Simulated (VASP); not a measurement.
AlP, 2 atoms in the cell. It takes space group F-43m (No. 216, cubic). The conventional cell has a = 5.507 Å, b = 5.507 Å, c = 5.507 Å, α = 90.00°, β = 90.00°, γ = 90.00°. Within 3.1 Å of Al (site symmetry -43m) lie 4 P at 2.38 Å. P (site symmetry -43m) has 4 Al at 2.38 Å within 3.1 Å. 

```yaml
Program: VASP 6.6.1
Task: single point
Functional: PBE
Potentials_or_basis: VASP PAW PBE potentials, release 64 (Al, P)
Cutoff: 500 eV
k_mesh: 8 × 8 × 8
Occupations: gaussian, width 0.02 eV
Spin: no spin polarisation
Dipole_correction: no
Further_INCAR_settings: ALGO = Normal; EDIFF = 1e-06; NBANDS = 11
```

Potentials or basis: VASP PAW PBE potentials, release 64 (Al, P).

The run is started by

```sh
$ cat potpaw_PBE.64/Al/POTCAR potpaw_PBE.64/P/POTCAR > POTCAR
$ mpirun -np 1 vasp_std > vasp.out
```

Hardware: 1 thread of Intel Xeon 8259CL, on a shared host.

Question: How long does it take, and how much memory?

Answer: Run time: 15 s on 1 thread of Intel Xeon 8259CL, with other jobs on the host, peak memory 0.15 GiB. Counts: scf iterations 12, k points 29.
